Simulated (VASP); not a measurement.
# Si16BH7 in VASP: single point with LDA

Aim: the single point of Si16BH7 with LDA.

Program: VASP 6.6.1. These are calculated values, not measurements. Logs are shortened: lines on timing, memory, paths and dates and some standing lists are left out, and cuts for length are marked.

### 1 The cell of the first run

The cell holds a slab with vacuum, 24 atoms: a = 7.679 Å, b = 7.679 Å, c = 18.419 Å, α = 90.00°, β = 90.00°, γ = 60.00°.

### 2 Single point, LDA

Contents of INCAR:

```
  ALGO = Normal
  EDIFF = 1E-6
  ENCUT = 520
  ISIF = 2
  ISMEAR = -1
  LASPH = True
  LCHARG = True
  LELF = True
  LREAL = Auto
  LVHAR = True
  LWAVE = False
  NBANDS = 55
  NELM = 100
  PREC = Accurate
  SIGMA = 0.05
```

Contents of KPOINTS:

```
k-points
0
Gamma
  2 2 1
```

Contents of POSCAR:

```
Si16BH7
1.0
    7.6791800000      0.0000000000      0.0000000000
    3.8395900000      6.6503650000      0.0000000000
    0.0000000000      0.0000000000     18.4187650000
H Si B
7 16 1
Direct
    0.1666667000      0.1666667000      0.0542925000
    0.6666667000      0.1666667000      0.0542925000
    0.1666667000      0.6666667000      0.0542925000
    0.6666667000      0.6666667000      0.0542925000
    0.1859283156      0.5348267013      0.4244410306
    0.2593539978      0.6753520870      0.4847466598
   -0.0431963749      0.7913864273      0.4650929749
    0.1666667000      0.1666667000      0.1357311000
    0.6666667000      0.1666667000      0.1357311000
    0.1666667000      0.6666667000      0.1357311000
    0.6666667000      0.6666667000      0.1357311000
   -0.1751314384      0.3375891229      0.1784123346
    0.3367485190      0.3320835734      0.1757015623
   -0.1743086777      0.8367382598      0.1789614249
    0.3372847952      0.8313248486      0.1763626349
   -0.0484655960      0.2768366141      0.3922184628
    0.4516104488      0.2924302866      0.2958254543
   -0.0402370554      0.7816474479      0.3047956135
    0.4452141576      0.7633433568      0.2970174782
    0.1353991553     -0.0831550273      0.3631536594
    0.6193030127     -0.0590620836      0.3031589533
    0.1260280833      0.4484544854      0.3507191548
    0.6945975956      0.4073742953      0.2989523123
    0.1240356764      0.7289974727      0.4408829114
```

Potentials or basis: VASP PAW LDA potentials, release 64 (H, Si, B).

Run with:

```sh
> cat potpaw_LDA.64/H/POTCAR potpaw_LDA.64/Si/POTCAR potpaw_LDA.64/B/POTCAR > POTCAR
> mpirun -np 1 vasp_std > vasp.out
```

OUTCAR:

```text
EDIFF = 1E-6
   ENCUT = 520
   ISIF = 2
   ISMEAR = -1
   LASPH = True
   LREAL = Auto
   NELM = 100
   PREC = Accurate

 ion  position               nearest neighbor table
   1  0.167  0.167  0.054-   8 1.50
   2  0.667  0.167  0.054-   9 1.50
   3  0.167  0.667  0.054-  10 1.50
   4  0.667  0.667  0.054-  11 1.50
   5  0.186  0.535  0.424-  24 1.35  22 1.67
   6  0.259  0.675  0.485-  24 1.21
   7  0.957  0.791  0.465-  24 1.21
   8  0.167  0.167  0.136-   1 1.50  13 2.35  15 2.35  12 2.41
   9  0.667  0.167  0.136-   2 1.50  13 2.31  12 2.33  14 2.33
  10  0.167  0.667  0.136-   3 1.50  13 2.34  15 2.35  14 2.40
  11  0.667  0.667  0.136-   4 1.50  15 2.31  12 2.33  14 2.33
  12  0.825  0.338  0.178-  11 2.33   9 2.33  23 2.38   8 2.41
  13  0.337  0.332  0.176-   9 2.31  10 2.34  17 2.34   8 2.35
  14  0.826  0.837  0.179-  11 2.33   9 2.33  10 2.40  18 2.48  21 2.67
  15  0.337  0.831  0.176-  11 2.31  19 2.34  10 2.35   8 2.35
  16  0.952  0.277  0.392-  23 2.42  22 2.43  20 2.45
  17  0.452  0.292  0.296-  21 2.34  13 2.34  22 2.39  23 2.43
  18  0.960  0.782  0.305-  21 2.27  20 2.34  22 2.37  14 2.48
  19  0.445  0.763  0.297-  15 2.34  21 2.34  20 2.39  23 2.43
  20  0.135  0.917  0.363-  24 2.06  18 2.34  19 2.39  16 2.45
  21  0.619  0.941  0.303-  18 2.27  19 2.34  17 2.34  14 2.67
  22  0.126  0.448  0.351-   5 1.67  18 2.37  17 2.39  16 2.43
  23  0.695  0.407  0.299-  12 2.38  16 2.42  19 2.43  17 2.43
  24  0.124  0.729  0.441-   7 1.21   6 1.21   5 1.35  20 2.06

  LATTYP: Found a hexagonal cell.
 ALAT       =     7.6791800344
 C/A-ratio  =     2.3985327753

  Lattice vectors:

 A1 = (  -3.8395900000,  -6.6503650000,   0.0000000000)
 A2 = (   7.6791800000,   0.0000000000,   0.0000000000)
 A3 = (   0.0000000000,   0.0000000000,  18.4187650000)

Analysis of symmetry for initial positions (statically):
=====================================================================
 Subroutine PRICEL returns:
 Original cell was already a primitive cell.

 Routine SETGRP: Setting up the symmetry group for a
 hexagonal supercell.

 Subroutine GETGRP returns: Found  1 space group operations
 (whereof  1 operations were pure point group operations)
 out of a pool of 24 trial point group operations.

The static configuration has the point symmetry C_1 .

Analysis of symmetry for dynamics (positions and initial velocities):
=====================================================================
 Subroutine PRICEL returns:
 Original cell was already a primitive cell.
[... 136 lines left out ...]
   NFREE  =      0    steps in history (QN), initial steepest desc. (CG)
   ISIF   =      2    stress and relaxation
   ISYM   =      2    0-nonsym 1-usesym 2-fastsym
   POTIM  = 0.5000    time-step for ionic-motion
   TEBEG  =    0.0;   TEEND  =   0.0 temperature during run
   PSTRESS=    0.0 pullay stress
   NELECT =      74.0000    total number of electrons
   NUPDOWN=      -1.0000    fix difference up-down
   EMIN   =  10.00;   EMAX   =-10.00  energy-range for DOS
   EFERMI =   0.00;   METHOD = LEGACY
   ISMEAR =    -1;   SIGMA  =   0.05  broadening in eV -4-tet -1-fermi 0-gaus
   EFERMI_NEDOS =   21; number of points for ismear=-14 and -15
   IALGO  =     38    algorithm
   IMIX   =      4    mixing-type and parameters
     AMIX     =   0.40;   BMIX     =  1.00
     AMIX_MAG =   1.60;   BMIX_MAG =  1.00
  volume/ion in A,a.u.               =      39.19       264.49
  Fermi-wavevector in a.u.,A,eV,Ry     =   0.701474  1.325594  6.694968  0.492066
  Thomas-Fermi vector in A             =   1.785911
   LORBIT       =      0    0 simple, 1 ext, 2 COOP (PROOUT), +10 PAW based schemes
   GGA     = CA    functional components
   LHFCALC =     F    Hartree Fock is set to
   AEXX    =    0.0000 exact exchange contribution
   IVDW    =     0    specifies the selected vdW correction
   LEPSILON=     F    determine dielectric tensor
   LRPA    =     F    only Hartree local field effects (RPA)
 non-spin polarized calculation
  energy-cutoff  :      520.00
  volume of cell :      940.63
 maximum number of plane-waves:     25382
 NGX is ok and might be reduce to    60
   NGX = 29   NGY = 29   NGZ = 69

 number of electron      74.0000002 magnetization

 Free energy of the ion-electron system (eV)
  ---------------------------------------------------
  ext. energy  EPLUGINS =         0.00000000
  ---------------------------------------------------
  free energy    TOTEN  =      -120.82308361 eV

  energy without entropy =     -120.82183612  energy(sigma->0) =     -120.82245987

 E-fermi :  -0.8338     XC(G=0):  -4.4924

 val. band max:       -1.1480184680   @ k =   0.5000   0.5000   0.0000
 cond. band min:      -0.5193131069   @ k =   0.0000   0.0000   0.0000
 fundamental gap:      0.6287053611
 Fermi energy:        -0.8338498390

 k-point     1 :       0.0000    0.0000    0.0000
  band No.  band energies     occupation
      1     -12.9203      2.00000
      2     -11.7791      2.00000
      3     -10.7622      2.00000
      4     -10.6888      2.00000
      5     -10.5776      2.00000
      6     -10.1809      2.00000
[... 197 lines left out ...]
     48       2.0996      0.00000
     49       2.4202      0.00000
 [bands above 49 left out]

------------------------ aborting loop because EDIFF is reached ----------------------------------------

  FORCE on cell =-STRESS in cart. coord.  units (eV):
  Direction    XX          YY          ZZ          XY          YZ          ZX
  --------------------------------------------------------------------------------------
  -------------------------------------------------------------------------------------
  Total      -10.0749447     -8.7497164      0.5798697      1.2817500      0.0507617     -0.1901907
  in kB      -17.1605980    -14.9033440      0.9876888      2.1831978      0.0864621     -0.3239508
  external PRESSURE =     -10.3587510 kB  Pullay stress =       0.0000000 kB

 VOLUME and BASIS-vectors are now :
 -----------------------------------------------------------------------------
  energy-cutoff  :      520.00
  volume of cell :      940.63
      direct lattice vectors                 reciprocal lattice vectors
     7.679180000  0.000000000  0.000000000     0.130222237 -0.075183843  0.000000000
     3.839590000  6.650365000  0.000000000     0.000000000  0.150367687  0.000000000
     0.000000000  0.000000000 18.418765000     0.000000000  0.000000000  0.054292457

 POSITION                                       TOTAL-FORCE (eV/Angst)
 -----------------------------------------------------------------------------------
      1.91980      1.10839      1.00000        -0.070394      0.051966     -0.027423
      5.75939      1.10839      1.00000         0.079247     -0.215723     -0.132855
      3.83959      4.43358      1.00000        -0.095180      0.059848     -0.093199
      7.67918      4.43358      1.00000         0.226159      0.033897     -0.142253
      3.48129      3.55679      7.81768         0.003813     -0.010123      0.015834
      4.58470      4.49134      8.92843         0.014272     -0.007475      0.002302
[... 16 lines left out ...]
      6.89809      2.70919      5.50633         0.003122     -0.006156      0.003996
      3.75154      4.84810      8.12052         0.005892     -0.012915     -0.003250
 -----------------------------------------------------------------------------------
    total drift:                               -0.006951      0.005940     -0.004869

  FREE ENERGIE OF THE ION-ELECTRON SYSTEM (eV)
  ---------------------------------------------------
  free  energy   TOTEN  =      -120.8230836130 eV

  energy  without entropy=     -120.8218361218  energy(sigma->0) =     -120.82245987
```

It took 6.4 min on 1 thread of AMD EPYC 7R13 (Zen 3), shared host; peak memory 0.73 GiB.

What came out:

| Quantity | Value |
| --- | --- |
| Free energy | -120.8231 eV |
| Largest force | 1.040 eV/Å |
| Band gap on the k mesh | 0.63 eV, indirect (least direct gap 0.78 eV) |

Forces on the atoms (eV/Å):
```
H   -0.070  0.052 -0.027
H    0.079 -0.216 -0.133
H   -0.095  0.060 -0.093
H    0.226  0.034 -0.142
H    0.004 -0.010  0.016
H    0.014 -0.007  0.002
H   -0.025  0.012  0.006
Si  -0.153  0.039  1.028
Si   0.089  0.199 -0.583
Si   0.108  0.010  0.541
Si  -0.187 -0.181 -0.615
Si   0.010  0.001  0.003
Si  -0.003  0.013  0.000
Si  -0.001 -0.001 -0.003
Si  -0.008 -0.003 -0.001
Si   0.004 -0.009 -0.002
Si  -0.016  0.000  0.018
Si   0.007 -0.003  0.008
Si  -0.004  0.016  0.007
Si  -0.004  0.004 -0.013
Si   0.004  0.000 -0.004
Si   0.013  0.011 -0.013
Si   0.003 -0.006  0.004
B    0.006 -0.013 -0.003
```

Levels at points of the mesh, in eV from the valence-band top:
| k point | band 34 | band 35 | band 36 | band 37 | band 38 | band 39 | band 40 | band 41 |
| --- | --- | --- | --- | --- | --- | --- | --- | --- |
| (0.00, 0.00, 0.00) | -0.80 | -0.71 | -0.66 | -0.42 | 0.63 | 0.83 | 1.22 | 1.26 |
| (0.50, 0.00, 0.00) | -1.39 | -1.15 | -0.80 | -0.46 | 0.65 | 1.32 | 1.44 | 1.61 |
| (0.50, 0.50, 0.00) | -1.43 | -1.37 | -1.13 | 0.00 | 0.78 | 1.44 | 1.60 | 1.81 |
| (0.00, 0.50, 0.00) | -1.50 | -1.30 | -1.22 | -0.01 | 0.82 | 1.53 | 1.74 | 1.82 |

Caveat: the k points lie up to 0.47 Å⁻¹ apart.
